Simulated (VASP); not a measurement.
# NaCl (Fm-3m) in VASP: settings compared, part 2 of 2

VASP 6.6.1.

## (3) Relaxation of cell and atoms, PBE

This run uses another cell than the first one, of 22.19 Å³/atom, 1.008 times its volume.

Input file INCAR:

```
SYSTEM = NaCl
  ALGO = Normal
  EDIFF = 1E-6
  EDIFFG = -0.005
  ENCUT = 600
  GGA = PE
  IBRION = 2
  ISIF = 3
  ISMEAR = -1
  LASPH = .True.
  LCHARG = .False.
  LREAL = .False.
  LWAVE = .False.
  NELM = 80
  NSW = 80
  PREC = Accurate
  SIGMA = 0.02
```

Input file KPOINTS:

```
k-points
0
Gamma
  8 8 8
  0 0 0
```

Input file POSCAR:

```
NaCl
1.0
    0.0000000000      2.8100000000      2.8100000000
    2.8100000000      0.0000000000      2.8100000000
    2.8100000000      2.8100000000      0.0000000000
Na Cl
1 1
Direct
    0.0000000000      0.0000000000      0.0000000000
    0.5000000000      0.5000000000      0.5000000000
```

Potentials or basis: VASP PAW PBE potentials, release 64 (Na_pv, Cl).

Launch:

```console
cat potpaw_PBE.64/Na_pv/POTCAR potpaw_PBE.64/Cl/POTCAR > POTCAR
mpirun -np 1 vasp_std > vasp.out
```

OUTCAR:

```text
SYSTEM = NaCl
   EDIFF = 1E-6
   EDIFFG = -0.005
   ENCUT = 600
   GGA = PE
   IBRION = 2
   ISIF = 3
   ISMEAR = -1
   LASPH = .True.
   LREAL = .False.
   NELM = 80
   NSW = 80
   PREC = Accurate

 ion  position               nearest neighbor table
   1  0.000  0.000  0.000-
   2  0.500  0.500  0.500-

  LATTYP: Found a face centered cubic cell.
 ALAT       =     5.6200000000

  Lattice vectors:

 A1 = (   0.0000000000,   2.8100000000,   2.8100000000)
 A2 = (   2.8100000000,   0.0000000000,   2.8100000000)
 A3 = (   2.8100000000,   2.8100000000,   0.0000000000)

Analysis of symmetry for initial positions (statically):
=====================================================================
 Subroutine PRICEL returns:
 Original cell was already a primitive cell.

 Routine SETGRP: Setting up the symmetry group for a
 face centered cubic supercell.

 Subroutine GETGRP returns: Found 48 space group operations
 (whereof 48 operations were pure point group operations)
 out of a pool of 48 trial point group operations.

The static configuration has the point symmetry O_h .

Analysis of symmetry for dynamics (positions and initial velocities):
=====================================================================
 Subroutine PRICEL returns:
 Original cell was already a primitive cell.

 Routine SETGRP: Setting up the symmetry group for a
 face centered cubic supercell.

 Subroutine GETGRP returns: Found 48 space group operations
 (whereof 48 operations were pure point group operations)
 out of a pool of 48 trial point group operations.

The dynamic configuration has the point symmetry O_h .

 Subroutine INISYM returns: Found 48 space group operations
 (whereof 48 operations are pure point group operations),
 and found     1 'primitive' translations

[... 125 lines left out ...]
 conjugate gradient relaxation of ions
 non-spin polarized calculation
  energy-cutoff  :      600.00
  volume of cell :       44.38
 maximum number of plane-waves:      1494
   NGX = 15   NGY = 15   NGZ = 15

--------------------------------------- Ionic step        1  -------------------------------------------

 number of electron      14.0000007 magnetization

 Free energy of the ion-electron system (eV)
  ---------------------------------------------------
  ext. energy  EPLUGINS =         0.00000000
  ---------------------------------------------------
  free energy    TOTEN  =        -6.77227674 eV

  energy without entropy =       -6.77227674  energy(sigma->0) =       -6.77227674

------------------------ aborting loop because EDIFF is reached ----------------------------------------

  FORCE on cell =-STRESS in cart. coord.  units (eV):
  Direction    XX          YY          ZZ          XY          YZ          ZX
  --------------------------------------------------------------------------------------
  -------------------------------------------------------------------------------------
  Total        0.2912696      0.2912696      0.2912696     -0.0000000      0.0000000      0.0000000
  in kB       10.5161492     10.5161492     10.5161492     -0.0000000      0.0000000      0.0000000
  external PRESSURE =      10.5161492 kB  Pullay stress =       0.0000000 kB
[... 59 lines left out ...]
--------------------------------------- Ionic step        3  -------------------------------------------

 number of electron      13.9999997 magnetization

 Free energy of the ion-electron system (eV)
  ---------------------------------------------------
  ext. energy  EPLUGINS =         0.00000000
  ---------------------------------------------------
  free energy    TOTEN  =        -6.77803755 eV

  energy without entropy =       -6.77803755  energy(sigma->0) =       -6.77803755

 E-fermi :  -0.4738     XC(G=0):  -8.0333

 val. band max:       -0.9087706303   @ k =   0.0000   0.0000   0.0000
 cond. band min:       4.0807313204   @ k =   0.0000   0.0000   0.0000
 fundamental gap:      4.9895019507
 Fermi energy:        -0.4738191814

 k-point     1 :       0.0000    0.0000    0.0000
  band No.  band energies     occupation
      1     -21.7892      2.00000
      2     -21.7892      2.00000
      3     -21.7892      2.00000
      4     -13.4987      2.00000
      5      -0.9088      2.00000
      6      -0.9088      2.00000
      7      -0.9088      2.00000
      8       4.0807      0.00000
      9      10.1778      0.00000
     10      10.1778      0.00000
     11      10.1778      0.00000
[... 309 lines left out ...]
 k-point    24 :      -0.3750    0.2500    0.1250
  band No.  band energies     occupation
      1     -21.8094      2.00000
      2     -21.7963      2.00000
      3     -21.7930      2.00000
      4     -13.1625      2.00000
      5      -2.4776      2.00000
      6      -1.6287      2.00000
      7      -1.2961      2.00000
      8       7.3404      0.00000
      9       8.4905      0.00000
     10       9.2305      0.00000
     11      10.7071      0.00000

 [... further k-points ...]
[... 5 lines left out ...]
  --------------------------------------------------------------------------------------
  -------------------------------------------------------------------------------------
  Total       -0.0006318     -0.0006318     -0.0006318      0.0000000      0.0000000      0.0000000
  in kB       -0.0218741     -0.0218741     -0.0218741      0.0000000      0.0000000      0.0000000
  external PRESSURE =      -0.0218741 kB  Pullay stress =       0.0000000 kB
[... 17 lines left out ...]
  FREE ENERGIE OF THE ION-ELECTRON SYSTEM (eV)
  ---------------------------------------------------
  free  energy   TOTEN  =        -6.7780375505 eV

  energy  without entropy=       -6.7780375505  energy(sigma->0) =       -6.77803755

 reached required accuracy - stopping structural energy minimisation
```

OSZICAR:

```text
N       E                     dE             d eps       ncg     rms          rms(c)
DAV:   1     0.106175400312E+03    0.10618E+03   -0.79622E+03   638   0.141E+03
DAV:   2     0.341476589507E+01   -0.10276E+03   -0.95206E+02   705   0.302E+02
DAV:   3    -0.672980230693E+01   -0.10145E+02   -0.10057E+02   770   0.940E+01
[... 22 lines left out ...]
DAV:   3    -0.677869060916E+01    0.56017E-02   -0.12751E-02   722   0.131E+00    0.240E-01
DAV:   4    -0.677805040060E+01    0.64021E-03   -0.35335E-04   874   0.244E-01    0.199E-02
DAV:   5    -0.677803934468E+01    0.11056E-04   -0.34120E-05   722   0.572E-02    0.114E-02
DAV:   6    -0.677803791307E+01    0.14316E-05   -0.25969E-06   656   0.269E-02    0.517E-03
DAV:   7    -0.677803755054E+01    0.36253E-06   -0.47027E-07   364   0.806E-03
   3 F= -.67780376E+01 E0= -.67780376E+01  d E =-.576081E-02
```

Run time: 14 s. Hardware: 1 thread of Intel Xeon Platinum 8559C (Emerald Rapids), shared host; peak memory 0.17 GiB.

Results:

```yaml
Free_energy: -6.7780 eV
Relaxed_volume: 23.14 Å³/atom
Relaxed_cell: a = 4.030 Å, b = 4.030 Å, c = 4.030 Å, α = 60.00°, β = 60.00°, γ = 60.00°
Space_group_after_relaxing_to_0.05_Å: Fm-3m (No. 225)
Energy_gained_by_relaxing: 2.9 meV/atom
Ionic_steps: 3
Pressure_after_relaxing: 0.0 GPa
Band_gap_on_the_k_mesh: 4.99 eV, direct
```

Step by step:
```csv
step,energy change (eV),largest force (eV/Å),pressure (GPa),volume (Å³)
1,0.0000,0.0000,1.05,44.38
2,-0.0045,0.0000,0.52,45.32
3,-0.0058,0.0000,0.00,46.28
```

Final structure:
```
CELL_PARAMETERS angstrom
0.00000 2.84956 2.84956
2.84956 0.00000 2.84956
2.84956 2.84956 0.00000
ATOMIC_POSITIONS crystal
Na 0.00000 0.00000 0.00000
Cl 0.50000 0.50000 0.50000
```

Levels at points of the mesh, in eV from the valence-band top:
```
           k point  band 4  band 5  band 6  band 7  band 8  band 9  band 10  band 11
(0.00, 0.00, 0.00)  -12.59    0.00    0.00    0.00    4.99   11.09    11.09    11.09
(0.50, 0.00, 0.00)  -12.28   -1.83   -0.25   -0.25    7.22   10.37    10.89    10.89
(0.50, 0.50, 0.00)  -12.24   -1.58   -0.57   -0.57    7.44    8.10    11.10    14.50
```

A k mesh can miss the band edges. PBE usually gives volumes a little too large and moduli too small.

## (4) Relaxation of cell and atoms, PBEsol

This run uses another cell than the first one, of 23.08 Å³/atom, 1.048 times its volume.

Input file INCAR:

```
SYSTEM = NaCl
PREC = Accurate ; ENCUT = 600
EDIFF = 1E-7 ; ISMEAR = -1
SIGMA = 0.02 ; LREAL = .FALSE.
LASPH = .TRUE. ; NELM = 100
ALGO = Normal ; ISIF = 3
LWAVE = .FALSE. ; LCHARG = .FALSE.
GGA = PS ; IBRION = 2
NSW = 80 ; EDIFFG = -0.005
```

Input file KPOINTS:

```
regular mesh
0
G
  8 8 8
  0 0 0
```

Input file POSCAR:

```
NaCl
1.0
    0.0000000000      2.8470933255      2.8470933255
    2.8470933255      0.0000000000      2.8470933255
    2.8470933255      2.8470933255      0.0000000000
Na Cl
1 1
Direct
    0.0000000000      0.0000000000      0.0000000000
    0.5000000000      0.5000000000      0.5000000000
```

Launch:

```console
cat potpaw_PBE.64/Na_pv/POTCAR potpaw_PBE.64/Cl/POTCAR > POTCAR
mpirun -np 1 vasp_std > vasp.out
```

It took 21 s on 1 thread of Intel Xeon Platinum 8559C (Emerald Rapids), shared host; peak memory 0.18 GiB.

It converged, with:

| Item | Value |
| --- | --- |
| Free energy | -6.9989 eV |
| Relaxed volume | 22.01 Å³/atom |
| Relaxed cell | a = 3.963 Å, b = 3.963 Å, c = 3.963 Å, α = 60.00°, β = 60.00°, γ = 60.00° |
| Space group after relaxing (to 0.05 Å) | Fm-3m (No. 225) |
| Energy gained by relaxing | 3.8 meV/atom |
| Ionic steps | 4 |
| Pressure after relaxing | 0.0 GPa |
| Band gap on the k mesh | 5.00 eV, direct |

The path:
```tsv
step	energy change (eV)	largest force (eV/Å)	pressure (GPa)	volume (Å³)
1	0.0000	0.0000	-1.10	46.16
2	-0.0056	0.0000	-0.60	45.11
3	-0.0076	0.0000	-0.04	44.08
4	-0.0077	0.0000	0.01	44.02
```

Final structure:
```cif
data_structure
_symmetry_space_group_name_H-M 'P 1'
_symmetry_Int_Tables_number 1
_cell_length_a 3.9632
_cell_length_b 3.9632
_cell_length_c 3.9632
_cell_angle_alpha 60.000
_cell_angle_beta 60.000
_cell_angle_gamma 60.000
_cell_volume 44.02
loop_
_atom_site_label
_atom_site_type_symbol
_atom_site_fract_x
_atom_site_fract_y
_atom_site_fract_z
_atom_site_occupancy
Na1 Na 0.00000 0.00000 0.00000 1
Cl1 Cl 0.50000 0.50000 0.50000 1
```

Levels at points of the mesh, in eV from the valence-band top:
| k point | band 3 | band 4 | band 5 | band 6 | band 7 | band 8 | band 9 | band 10 | band 11 |
| --- | --- | --- | --- | --- | --- | --- | --- | --- | --- |
| (0.00, 0.00, 0.00) | -20.62 | -12.69 | 0.00 | 0.00 | 0.00 | 5.00 | 11.02 | 11.02 | 11.02 |
| (0.50, 0.00, 0.00) | -20.62 | -12.32 | -2.03 | -0.28 | -0.28 | 7.11 | 10.65 | 10.91 | 10.91 |
| (0.50, 0.50, 0.00) | -20.63 | -12.27 | -1.75 | -0.63 | -0.63 | 7.49 | 7.87 | 11.26 | 14.78 |

Caveat: the PAW data sets were made with another functional, which shifts forces and pressure a little. Expect the measured gap to be larger: semilocal functionals such as PBEsol lack the derivative discontinuity.

## (5) The runs side by side

```csv
task,level,cell,cutoff (eV),smearing,gap on the mesh (eV),pressure (GPa),relaxed volume (Å³/atom)
single point,r2SCAN,"a = 3.964 Å, angles 60.0°, 2 atoms",520,gaussian 0.01 eV,6.00,-0.1,-
relaxation of cell and atoms,PBE,"relaxed from a = 3.974 Å, angles 60.0°, 2 atoms",600,fermi-dirac 0.02 eV,4.99,0.0,23.14
relaxation of cell and atoms,PBEsol,"relaxed from a = 4.026 Å, angles 60.0°, 2 atoms",600,fermi-dirac 0.02 eV,5.00,0.0,22.01
```

Alike in all rows: potentials or basis VASP PAW PBE potentials, release 64 (Na_pv, Cl); no spin polarisation; k mesh 8 × 8 × 8.

Caveats: the PAW data sets were made with another functional, which shifts forces and pressure a little (some runs).

Absolute energies hang on the potentials; compare differences alone.
